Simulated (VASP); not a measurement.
Here is a VASP 6.6.1 calculation.

The input INCAR:

```
SYSTEM = Sn
ALGO     = Normal         ! electronic algorithm
EDIFF    = 1E-6           ! SCF threshold, eV
ENCUT    = 520            ! plane-wave cutoff, eV
GGA      = PS             ! functional
ISIF     = 2              ! what is computed and relaxed
ISMEAR   = -1             ! smearing method
IVDW     = 13             ! dispersion correction
LASPH    = .TRUE.         ! aspherical terms in the spheres
LCHARG   = .FALSE.        ! write CHGCAR
LREAL    = .FALSE.        ! projectors in reciprocal space
LWAVE    = .FALSE.        ! write WAVECAR
NBANDS   = 13             ! bands
NELM     = 60             ! most SCF steps
PREC     = Accurate       ! precision mode
SIGMA    = 0.15           ! smearing width, eV
```

File KPOINTS:

```
k-points
0
G
  11 11 11
  0 0 0
```

POSCAR

```
Sn
1.0
   -1.8625330493      1.8625330493      1.8625330493
    1.8625330493     -1.8625330493      1.8625330493
    1.8625330493      1.8625330493     -1.8625330493
Sn
1
Direct
    0.0000000000      0.0000000000      0.0000000000
```

Potentials or basis: VASP PAW PBE potentials, release 64 (Sn_d).

The run is started by

```console
$ cat potpaw_PBE.64/Sn_d/POTCAR > POTCAR
$ mpirun -np 1 vasp_std > vasp.out
```

Task: Predict the band gap on the k mesh.

Result: Zero (band 7 reaches 16.98 eV, above the bottom of band 8 at 6.00 eV).

Task: Predict the dispersion energy per atom.

Result: -0.258 eV.

Caveat: spin-orbit coupling is left out, which moves the levels of the heavy elements.
